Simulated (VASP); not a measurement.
# Si (Fd-3m) in VASP: notebook

The runs below take Si through single point, with r2SCAN.

Program: VASP 6.6.1. These are calculated values, not measurements. Logs are shortened: lines on timing, memory, paths and dates and some standing lists are left out, and cuts for length are marked.

## 1. The cell of the first run

It takes space group Fd-3m (No. 227, cubic). The conventional cell has a = 5.445 Å, b = 5.445 Å, c = 5.445 Å, α = 90.00°, β = 90.00°, γ = 90.00°. Si (site symmetry -43m) has 4 Si at 2.36 Å within 3.1 Å.

## 2. Single point, r2SCAN

POSCAR

```
Si
1.0
    0.0000000000      2.7227277380      2.7227277380
    2.7227277380      0.0000000000      2.7227277380
    2.7227277380      2.7227277380      0.0000000000
Si
2
Direct
    0.5000000000      0.5000000000      0.5000000000
    0.7500000000      0.7500000000      0.7500000000
```

INCAR.step1

```
SYSTEM = Si
PREC = Accurate
ENCUT = 520
ISMEAR = 0
SIGMA = 0.6
LREAL = .False.
LASPH = .True.
NELM = 100
NBANDS = 11
GGA = PE
ALGO = Normal
EDIFF = 1E-4
LWAVE = .True.
LCHARG = .False.
```

INCAR.step2

```
SYSTEM = Si
PREC = Accurate
ENCUT = 520
EDIFF = 1E-6
ISMEAR = 0
SIGMA = 0.6
LREAL = .False.
LASPH = .True.
NELM = 100
ALGO = Normal
ISIF = 2
LWAVE = .False.
LCHARG = .False.
METAGGA = R2SCAN
LMIXTAU = .True.
NBANDS = 11
ISTART = 1
```

KPOINTS

```
regular mesh
0
Gamma
  10 10 10
  0 0 0
```

Potentials or basis: VASP PAW PBE potentials, release 64 (Si).

Run with:

```bash
$ cat potpaw_PBE.64/Si/POTCAR > POTCAR
$ cp INCAR.step1 INCAR
$ mpirun -np 1 vasp_std > vasp.out
$ cp INCAR.step2 INCAR
$ mpirun -np 1 vasp_std > vasp.out
```

OUTCAR:

```text
SYSTEM = Si
   PREC = Accurate
   ENCUT = 520
   EDIFF = 1E-6
   ISMEAR = 0
   LREAL = .False.
   LASPH = .True.
   NELM = 100
   ISIF = 2
   METAGGA = R2SCAN
   ISTART = 1

 ion  position               nearest neighbor table
   1  0.500  0.500  0.500-   2 2.36   2 2.36   2 2.36   2 2.36
   2  0.750  0.750  0.750-   1 2.36   1 2.36   1 2.36   1 2.36

  LATTYP: Found a face centered cubic cell.
 ALAT       =     5.4454554760

  Lattice vectors:

 A1 = (   0.0000000000,   2.7227277380,   2.7227277380)
 A2 = (   2.7227277380,   0.0000000000,   2.7227277380)
 A3 = (   2.7227277380,   2.7227277380,   0.0000000000)

Analysis of symmetry for initial positions (statically):
=====================================================================
 Subroutine PRICEL returns:
 Original cell was already a primitive cell.

 Routine SETGRP: Setting up the symmetry group for a
 face centered cubic supercell.

 Subroutine GETGRP returns: Found 48 space group operations
 (whereof 24 operations were pure point group operations)
 out of a pool of 48 trial point group operations.

The static configuration has the point symmetry T_d .
 The point group associated with its full space group is O_h .

Analysis of symmetry for dynamics (positions and initial velocities):
=====================================================================
 Subroutine PRICEL returns:
 Original cell was already a primitive cell.

 Routine SETGRP: Setting up the symmetry group for a
 face centered cubic supercell.

 Subroutine GETGRP returns: Found 48 space group operations
 (whereof 24 operations were pure point group operations)
 out of a pool of 48 trial point group operations.

The dynamic configuration has the point symmetry T_d .
 The point group associated with its full space group is O_h .

 Subroutine INISYM returns: Found 48 space group operations
 (whereof 24 operations are pure point group operations),
 and found     1 'primitive' translations

----------------------------------------------------------------------------------------

                                     Primitive cell

  volume of cell :      40.3685

  direct lattice vectors                    reciprocal lattice vectors
     0.000000000  2.722727738  2.722727738    -0.183639368  0.183639368  0.183639368
     2.722727738  0.000000000  2.722727738     0.183639368 -0.183639368  0.183639368
     2.722727738  2.722727738  0.000000000     0.183639368  0.183639368 -0.183639368

  length of vectors
     3.850518494  3.850518494  3.850518494     0.318072715  0.318072715  0.318072715

  position of ions in fractional coordinates (direct lattice)
     0.500000000  0.500000000  0.500000000
     0.750000000  0.750000000  0.750000000

  ion indices of the primitive-cell ions
   primitive index   ion index
                 1           1
                 2           2

----------------------------------------------------------------------------------------

 KPOINTS: regular mesh

Automatic generation of k-mesh.
 Grid dimensions read from file:
 generate k-points for:   10   10   10

 Generating k-lattice:

  Cartesian coordinates                     Fractional coordinates (reciprocal lattice)
    -0.018363937  0.018363937  0.018363937     0.100000000  0.000000000  0.000000000
     0.018363937 -0.018363937  0.018363937     0.000000000  0.100000000  0.000000000
     0.018363937  0.018363937 -0.018363937     0.000000000  0.000000000  0.100000000

  Length of vectors
     0.031807271  0.031807271  0.031807271

  Shift w.r.t. Gamma in fractional coordinates (k-lattice)
     0.000000000  0.000000000  0.000000000

 Subroutine IBZKPT returns following result:
 ===========================================

 Found     47 irreducible k-points:

 Following reciprocal coordinates:
            Coordinates               Weight
  0.000000  0.000000  0.000000      1.000000
  0.100000  0.000000  0.000000      8.000000
  0.200000  0.000000  0.000000      8.000000
  0.300000  0.000000  0.000000      8.000000
  0.400000  0.000000  0.000000      8.000000
  0.500000  0.000000  0.000000      4.000000
[... 16 lines left out ...]
  0.300000  0.300000  0.000000      6.000000
  0.400000  0.300000  0.000000     24.000000
 [... further k-points ...]
   k-points           NKPTS =     47   k-points in BZ     NKDIM =     47   number of bands    NBANDS=     11
   number of dos      NEDOS =    301   number of ions     NIONS =      2
   total plane-waves  NPLWV =  27000
   dimension x,y,z NGX =    30 NGY =   30 NGZ =   30
   dimension x,y,z NGXF=    60 NGYF=   60 NGZF=   60
   ions per type =               2
   NGX,Y,Z   is equivalent  to a cutoff of  12.95, 12.95, 12.95 a.u.
   NGXF,Y,Z  is equivalent  to a cutoff of  25.90, 25.90, 25.90 a.u.
 SYSTEM =  Si
   PREC   = accura    normal or accurate (medium, high low for compatibility)
   ISTART =      1    job   : 0-new  1-cont  2-samecut
   ICHARG =      0    charge: 1-file 2-atom 10-const
   ISPIN  =      1    spin polarized calculation?
   LNONCOLLINEAR =      F non collinear calculations
   LSORBIT =      F    spin-orbit coupling
   LASPH  =      T    aspherical Exc in radial PAW
   ENCUT  =  520.0 eV  38.22 Ry    6.18 a.u.   7.16  7.16  7.16*2*pi/ulx,y,z
   NELM   =    100;   NELMIN=  2; NELMDL=  0     # of ELM steps
   EDIFF  = 0.1E-05   stopping-criterion for ELM
   LREAL  =      F    real-space projection
   EDIFFG = 0.1E-04   stopping-criterion for IOM
   NSW    =      0    number of steps for IOM
   IBRION =     -1    ionic relax: 0-MD 1-quasi-New 2-CG
   NFREE  =      0    steps in history (QN), initial steepest desc. (CG)
   ISIF   =      2    stress and relaxation
   ISYM   =      2    0-nonsym 1-usesym 2-fastsym
   POTIM  = 0.5000    time-step for ionic-motion
   TEBEG  =    0.0;   TEEND  =   0.0 temperature during run
   PSTRESS=    0.0 pullay stress
   NELECT =       8.0000    total number of electrons
   NUPDOWN=      -1.0000    fix difference up-down
   EMIN   =  10.00;   EMAX   =-10.00  energy-range for DOS
   EFERMI =   0.00;   METHOD = LEGACY
   ISMEAR =     0;   SIGMA  =   0.60  broadening in eV -4-tet -1-fermi 0-gaus
   EFERMI_NEDOS =   21; number of points for ismear=-14 and -15
   IALGO  =     38    algorithm
   IMIX   =      4    mixing-type and parameters
     AMIX     =   0.40;   BMIX     =  1.00
     AMIX_MAG =   1.60;   BMIX_MAG =  1.00
  volume/ion in A,a.u.               =      20.18       136.21
  Fermi-wavevector in a.u.,A,eV,Ry     =   0.954459  1.803666 12.394798  0.910992
  Thomas-Fermi vector in A             =   2.083208
   LORBIT       =      0    0 simple, 1 ext, 2 COOP (PROOUT), +10 PAW based schemes
   METAGGA = R2SCAN    functional components
   LHFCALC =     F    Hartree Fock is set to
   AEXX    =    0.0000 exact exchange contribution
   IVDW    =     0    specifies the selected vdW correction
   LEPSILON=     F    determine dielectric tensor
   LRPA    =     F    only Hartree local field effects (RPA)
 non-spin polarized calculation
 Gauss-broadening in eV      SIGMA  =   0.60
  energy-cutoff  :      520.00
  volume of cell :       40.37
 maximum number of plane-waves:      1106
 NGX is ok and might be reduce to    30
   NGX = 15   NGY = 15   NGZ = 15

 number of electron       8.0000001 magnetization

 Free energy of the ion-electron system (eV)
  ---------------------------------------------------
  ext. energy  EPLUGINS =         0.00000000
  ---------------------------------------------------
  free energy    TOTEN  =       -17.55275304 eV

  energy without entropy =      -17.53961572  energy(sigma->0) =      -17.54618438

 E-fermi :   6.0208     XC(G=0):  -9.8246

 val. band max:        5.6513853549   @ k =   0.0000   0.0000   0.0000
 cond. band min:       6.4474660613   @ k =   0.4000   0.4000   0.0000
 fundamental gap:      0.7960807064
 Fermi energy:         6.0208247100

 k-point     1 :       0.0000    0.0000    0.0000
  band No.  band energies     occupation
      1      -6.8166      2.00000
      2       5.6514      1.61612
      3       5.6514      1.61612
      4       5.6514      1.61612
      5       8.4073      0.00000
      6       8.4073      0.00000
      7       8.4073      0.00000
      8       9.5396      0.00000
      9      13.7763      0.00000
     10      13.7763      0.00000
     11      14.3208      0.00000

 k-point     2 :       0.1000    0.0000    0.0000
  band No.  band energies     occupation
      1      -6.6797      2.00000
      2       4.4868      1.99970
      3       5.4438      1.82620
      4       5.4438      1.82620
      5       8.4875      0.00000
      6       8.7141      0.00000
      7       8.7141      0.00000
      8      10.4283      0.00000
      9      13.4256      0.00000
     10      13.4256      0.00000
     11      14.8585      0.00000

 k-point     3 :       0.2000    0.0000    0.0000
  band No.  band energies     occupation
      1      -6.2758      2.00000
      2       2.5543      2.00000
      3       5.0428      1.97884
      4       5.0428      1.97884
      5       8.1772      0.00000
      6       9.2516      0.00000
      7       9.2516      0.00000
      8      12.2391      0.00000
      9      13.1191      0.00000
     10      13.1191      0.00000
     11      15.4995      0.00000
[... 267 lines left out ...]
 k-point    23 :       0.3000    0.3000    0.0000
  band No.  band energies     occupation
      1      -5.1964      2.00000
      2       1.0914      2.00000
      3       3.3169      2.00000
      4       3.3169      2.00000
      5       6.7251      0.09690
      6       8.3613      0.00000
      7      12.7343      0.00000
      8      12.7343      0.00000
      9      15.4686      0.00000
     10      15.6140      0.00000
     11      18.9230      0.00000

 k-point    24 :       0.4000    0.3000    0.0000
  band No.  band energies     occupation
      1      -4.5555      2.00000
      2       0.0339      2.00000
      3       2.6821      2.00000
      4       3.1011      2.00000
      5       6.9223      0.03361
      6       8.1776      0.00000
      7      13.0834      0.00000
      8      13.1753      0.00000
      9      16.6955      0.00000
     10      17.1784      0.00000
     11      18.5745      0.00000

 [... further k-points ...]

------------------------ aborting loop because EDIFF is reached ----------------------------------------

  FORCE on cell =-STRESS in cart. coord.  units (eV):
  Direction    XX          YY          ZZ          XY          YZ          ZX
  --------------------------------------------------------------------------------------
  -------------------------------------------------------------------------------------
  Total       -0.0867849     -0.0867849     -0.0867849      0.0000000      0.0000000     -0.0000000
  in kB       -3.4443865     -3.4443865     -3.4443865      0.0000000      0.0000000     -0.0000000
  external PRESSURE =      -3.4443865 kB  Pullay stress =       0.0000000 kB

 VOLUME and BASIS-vectors are now :
 -----------------------------------------------------------------------------
  energy-cutoff  :      520.00
  volume of cell :       40.37
      direct lattice vectors                 reciprocal lattice vectors
     0.000000000  2.722727738  2.722727738    -0.183639368  0.183639368  0.183639368
     2.722727738  0.000000000  2.722727738     0.183639368 -0.183639368  0.183639368
     2.722727738  2.722727738  0.000000000     0.183639368  0.183639368 -0.183639368

 POSITION                                       TOTAL-FORCE (eV/Angst)
 -----------------------------------------------------------------------------------
      2.72273      2.72273      2.72273        -0.000000      0.000000      0.000000
      4.08409      4.08409      4.08409         0.000000     -0.000000     -0.000000
 -----------------------------------------------------------------------------------
    total drift:                                0.000000     -0.000000     -0.000000

  FREE ENERGIE OF THE ION-ELECTRON SYSTEM (eV)
  ---------------------------------------------------
  free  energy   TOTEN  =       -17.5527530427 eV

  energy  without entropy=      -17.5396157209  energy(sigma->0) =      -17.54618438
```

Run time: 1.9 min. Hardware: 1 thread of Intel Xeon 8259CL, shared host; peak memory 0.17 GiB.

What came out:

```
Free energy            : -17.5528 eV
Pressure               : -0.3 GPa
Band gap on the k mesh : 0.80 eV, indirect (least direct gap 2.76 eV)
```

Levels at points of the mesh, in eV from the valence-band top:
```tsv
k point	band 1	band 2	band 3	band 4	band 5	band 6	band 7	band 8	band 9
(0.00, 0.00, 0.00)	-12.47	0.00	0.00	0.00	2.76	2.76	2.76	3.89	8.12
(0.50, 0.00, 0.00)	-10.04	-7.23	-1.27	-1.27	1.85	3.59	3.59	8.33	11.14
(0.50, 0.50, 0.00)	-8.13	-8.13	-2.99	-2.99	0.94	0.94	10.81	10.81	11.59
```

Caveat: the PAW data sets were made with another functional, which shifts forces and pressure a little. r2SCAN opens gaps a little over a GGA but as a rule still falls short of measured ones.

## 3. Single point, r2SCAN

POSCAR is that of step 2.

INCAR.step1

```
SYSTEM = Si
PREC     = Accurate       ! precision mode
ENCUT    = 520            ! plane-wave cutoff, eV
ISMEAR   = 0              ! smearing method
SIGMA    = 1.0            ! smearing width, eV
LREAL    = .False.        ! projectors in reciprocal space
LASPH    = .True.         ! aspherical terms in the spheres
NELM     = 60             ! most SCF steps
NBANDS   = 11             ! bands
GGA      = PE             ! functional
ALGO     = Normal         ! electronic algorithm
EDIFF    = 1E-4           ! SCF threshold, eV
LWAVE    = .True.         ! write WAVECAR
LCHARG   = .False.        ! write CHGCAR
```

INCAR.step2

```
SYSTEM = Si
PREC     = Accurate       ! precision mode
ENCUT    = 520            ! plane-wave cutoff, eV
EDIFF    = 1E-6           ! SCF threshold, eV
ISMEAR   = 0              ! smearing method
SIGMA    = 1.0            ! smearing width, eV
LREAL    = .False.        ! projectors in reciprocal space
LASPH    = .True.         ! aspherical terms in the spheres
NELM     = 60             ! most SCF steps
ALGO     = Normal         ! electronic algorithm
ISIF     = 2              ! what is computed and relaxed
LWAVE    = .False.        ! write WAVECAR
LCHARG   = .False.        ! write CHGCAR
METAGGA  = R2SCAN         ! meta-GGA
LMIXTAU  = .True.       
NBANDS   = 11             ! bands
ISTART   = 1
```

KPOINTS

```
Automatic mesh
0
Gamma
  10 10 10
  0 0 0
```

Potentials or basis: VASP PAW PBE potentials, release 64 (Si).

Run with:

```bash
$ cat potpaw_PBE.64/Si/POTCAR > POTCAR
$ cp INCAR.step1 INCAR
$ mpirun -np 1 vasp_std > vasp.out
$ cp INCAR.step2 INCAR
$ mpirun -np 1 vasp_std > vasp.out
```

Run time: 1.7 min. Hardware: 1 thread of Intel Xeon 8259CL, shared host; peak memory 0.17 GiB.

Results (log left out):

| Quantity | Value |
| --- | --- |
| Free energy | -17.5737 eV |
| Pressure | -0.4 GPa |
| Band gap on the k mesh | 0.80 eV, indirect (least direct gap 2.76 eV) |

Levels at points of the mesh, in eV from the valence-band top:
| k point | band 2 | band 3 | band 4 | band 5 | band 6 | band 7 |
| --- | --- | --- | --- | --- | --- | --- |
| (0.00, 0.00, 0.00) | 0.00 | 0.00 | 0.00 | 2.76 | 2.76 | 2.76 |
| (0.50, 0.00, 0.00) | -7.22 | -1.26 | -1.26 | 1.86 | 3.60 | 3.60 |
| (0.50, 0.50, 0.00) | -8.13 | -2.99 | -2.99 | 0.95 | 0.95 | 10.81 |

Caveat: the PAW data sets were made with another functional, which shifts forces and pressure a little. A k mesh can miss the band edges.

## 4. Single point, r2SCAN

POSCAR is that of step 3.

INCAR.step1

```
SYSTEM = Si
PREC = Accurate
ENCUT = 520
ISMEAR = 1
SIGMA = 0.01
LREAL = .FALSE.
LASPH = .TRUE.
NELM = 80
NBANDS = 11
GGA = PE
ALGO = Normal
EDIFF = 1E-4
LWAVE = .TRUE.
LCHARG = .FALSE.
```

INCAR.step2

```
SYSTEM = Si
PREC = Accurate
ENCUT = 520
EDIFF = 1E-7
ISMEAR = 1
SIGMA = 0.01
LREAL = .FALSE.
LASPH = .TRUE.
NELM = 80
ALGO = Normal
ISIF = 2
LWAVE = .FALSE.
LCHARG = .FALSE.
METAGGA = R2SCAN
LMIXTAU = .TRUE.
NBANDS = 11
ISTART = 1
```

KPOINTS

```
regular mesh
0
G
  10 10 10
  0 0 0
```

Run with:

```bash
$ cat potpaw_PBE.64/Si/POTCAR > POTCAR
$ cp INCAR.step1 INCAR
$ mpirun -np 1 vasp_std > vasp.out
$ cp INCAR.step2 INCAR
$ mpirun -np 1 vasp_std > vasp.out
```

Run time: 2.1 min. Hardware: 1 thread of Intel Xeon 8259CL, shared host; peak memory 0.17 GiB.

The run converged. Its results:

```
Free energy            : -17.5498 eV
Pressure               : -0.3 GPa
Band gap on the k mesh : 0.79 eV, indirect (least direct gap 2.75 eV)
```

Levels at points of the mesh, in eV from the valence-band top:
```tsv
k point	band 2	band 3	band 4	band 5	band 6	band 7
(0.00, 0.00, 0.00)	0.00	0.00	0.00	2.75	2.75	2.75
(0.50, 0.00, 0.00)	-7.23	-1.27	-1.27	1.85	3.59	3.59
(0.50, 0.50, 0.00)	-8.13	-2.99	-2.99	0.94	0.94	10.81
```

Caveat: the PAW data sets were made with another functional, which shifts forces and pressure a little.

## 5. Single point, r2SCAN

POSCAR is that of step 4.

INCAR.step1

```
SYSTEM = Si
ALGO = Normal ; EDIFF = 1E-4
ENCUT = 520 ; GGA = PE
ISMEAR = 1 ; LASPH = .TRUE.
LCHARG = .FALSE. ; LREAL = .FALSE.
LWAVE = .TRUE. ; NBANDS = 11
NELM = 60 ; PREC = Accurate
SIGMA = 0.03
```

INCAR.step2

```
SYSTEM = Si
ALGO = Normal ; EDIFF = 1E-6
ENCUT = 520 ; ISIF = 2
ISMEAR = 1 ; ISTART = 1
LASPH = .TRUE. ; LCHARG = .TRUE.
LELF = .TRUE. ; LMIXTAU = .TRUE.
LREAL = .FALSE. ; LVHAR = .TRUE.
LWAVE = .FALSE. ; METAGGA = R2SCAN
NBANDS = 11 ; NELM = 60
PREC = Accurate ; SIGMA = 0.03
```

KPOINTS

```
k-points
0
G
  10 10 10
  0 0 0
```

Run with:

```bash
$ cat potpaw_PBE.64/Si/POTCAR > POTCAR
$ cp INCAR.step1 INCAR
$ mpirun -np 1 vasp_std > vasp.out
$ cp INCAR.step2 INCAR
$ mpirun -np 1 vasp_std > vasp.out
```

Run time: 1.9 min. Hardware: 1 thread of Intel Xeon 8259CL, shared host; peak memory 0.16 GiB.

It converged, with:

* Free energy: -17.5498 eV
* Pressure: -0.3 GPa
* Band gap on the k mesh: 0.79 eV, indirect (least direct gap 2.75 eV)

Levels at points of the mesh, in eV from the valence-band top:
```csv
k point,band 1,band 2,band 3,band 4,band 5,band 6,band 7,band 8,band 9
"(0.00, 0.00, 0.00)",-12.47,0.00,0.00,0.00,2.75,2.75,2.75,3.89,8.12
"(0.50, 0.00, 0.00)",-10.04,-7.23,-1.27,-1.27,1.85,3.59,3.59,8.33,11.14
"(0.50, 0.50, 0.00)",-8.13,-8.13,-2.99,-2.99,0.94,0.94,10.81,10.81,11.59
```

Caveat: the PAW data sets were made with another functional, which shifts forces and pressure a little. r2SCAN opens gaps a little over a GGA but as a rule still falls short of measured ones.

## 6. Summary

| smearing | gap on the mesh (eV) | pressure (GPa) |
| --- | --- | --- |
| gaussian 0.6 eV | 0.80 | -0.3 |
| gaussian 1 eV | 0.80 | -0.4 |
| methfessel-paxton 0.01 eV | 0.79 | -0.3 |
| methfessel-paxton 0.03 eV | 0.79 | -0.3 |

Alike in all rows: task single point; level r2SCAN; potentials or basis VASP PAW PBE potentials, release 64 (Si); no spin polarisation; cell as given; k mesh 10 × 10 × 10; cutoff (eV) 520.

On the cell as given the gap runs from 0.79 eV (r2SCAN) to 0.80 eV (r2SCAN).

Caveats: the PAW data sets were made with another functional, which shifts forces and pressure a little.

Absolute energies hang on the potentials; compare differences alone.
